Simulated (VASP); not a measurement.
Wanted: the native input for a VASP 6.6.1 run.

- Task: relaxation of cell and atoms
- Functional: PBE
- Potentials or basis: VASP PAW PBE potentials, release 64 (Cs_sv, Li_sv, Cd)
- Cutoff: 600 eV
- k mesh: 4 × 4 × 4
- Occupations: gaussian, width 0.1 eV
- Spin: no spin polarisation
- Dipole correction: no
- Further INCAR settings: ALGO = Normal; EDIFF = 1e-06; IBRION = 2; EDIFFG = -0.04; NSW = 90; ISIF = 3

The structure of Cs3LiCd lies in POSCAR:

```
Cs3LiCd
1.0
    5.8638625400      0.0000000000      0.0000000000
    0.0000000000      5.8638625400      0.0000000000
    0.0000000000      0.0000000000      5.8638625400
Cs Li Cd
3 1 1
Direct
    0.0000000000      0.5000000000      0.5000000000
    0.5000000000      0.0000000000      0.5000000000
    0.5000000000      0.5000000000      0.0000000000
    0.5000000000      0.5000000000      0.5000000000
    0.0000000000      0.0000000000      0.0000000000
```

The cell was generated, and may not be a known phase.

One way to write it, as run:

INCAR

```
SYSTEM = Cs3LiCd
  ALGO = Normal
  EDIFF = 1E-6
  EDIFFG = -0.04
  ENCUT = 600
  GGA = PE
  IBRION = 2
  ISIF = 3
  ISMEAR = 0
  LASPH = .True.
  LCHARG = .False.
  LREAL = .False.
  LWAVE = .False.
  NELM = 60
  NSW = 90
  PREC = Accurate
  SIGMA = 0.1
```

KPOINTS

```
k-points
0
Gamma
  4 4 4
  0 0 0
```

Potentials or basis: VASP PAW PBE potentials, release 64 (Cs_sv, Li_sv, Cd).

The run is started by

```sh
$ cat potpaw_PBE.64/Cs_sv/POTCAR potpaw_PBE.64/Li_sv/POTCAR potpaw_PBE.64/Cd/POTCAR > POTCAR
$ mpirun -np 1 vasp_std > vasp.out
```

Results of the run:

```
Relaxed volume                        : 75.05 Å³/atom
Relaxed cell                          : a = 7.213 Å, b = 7.213 Å, c = 7.213 Å, α = 90.00°, β = 90.00°, γ = 90.00°
Space group after relaxing (to 0.1 Å) : Pm-3m (No. 221)
Energy gained by relaxing             : 373.7 meV/atom
Ionic steps                           : 4
Pressure after relaxing               : 0.0 GPa
Band gap on the k mesh                : zero (bands 21 and 22 overlap by 1.37 eV)
```

Caveat: the cutoff is under 1.25 times the usual one of these potentials, so pressure, stress and relaxed cells hold a basis-set (Pulay) error; the volume moved by over 15 % at a fixed basis, so the end points are rough; spin-orbit coupling is left out, which moves the levels of the heavy elements.

Wall time 5.4 min on 1 thread of Intel Xeon 8259CL (shared host), peak memory 0.37 GiB.
